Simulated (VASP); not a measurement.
## Mn: single point with LDA

The system is Mn.

```
Mn
1.0
     3.76675    0.00000    0.00000
    -1.88337    3.26210    0.00000
     0.00000    0.00000    2.36998
Mn
3
Direct
  0.00000 0.00000 0.00000
  0.33333 0.66667 0.50000
  0.66667 0.33333 0.50000
```

This isn't the form of Mn at room conditions, which is a 58-atom cubic cell.

- Program: VASP 6.6.1
- Task: single point
- Functional: LDA
- Potentials or basis: VASP PAW LDA potentials, release 64 (Mn_pv)
- Cutoff: 520 eV
- k mesh: 11 × 11 × 15
- Occupations: fermi-dirac, width 0.1 eV
- Spin: no spin polarisation

The pressure is 15.3 GPa. The band gap on the k mesh is zero (an odd number of electrons rules out a gap without spin polarisation).

Stress tensor (GPa, compression positive):
```
15.79  0.00  0.00
 0.00 15.79  0.00
 0.00  0.00 14.17
```

Levels at points of the mesh, in eV from the Fermi level:
```
           k point  band 18  band 19  band 20  band 21  band 22  band 23
(0.00, 0.00, 0.00)    -0.66    -0.66    -0.18    -0.18    -0.05    -0.05
```

Run time: 35 s on 1 thread of Intel(R) Xeon(R) 6975P-C (Granite Rapids), with other jobs on the host, peak memory 0.17 GiB.

Caveat: the cell stands under pressure; the run has no spin polarisation, though such a crystal can be magnetic. Spin polarisation is off, so any magnetic state and its effect on volume and gap are missing.
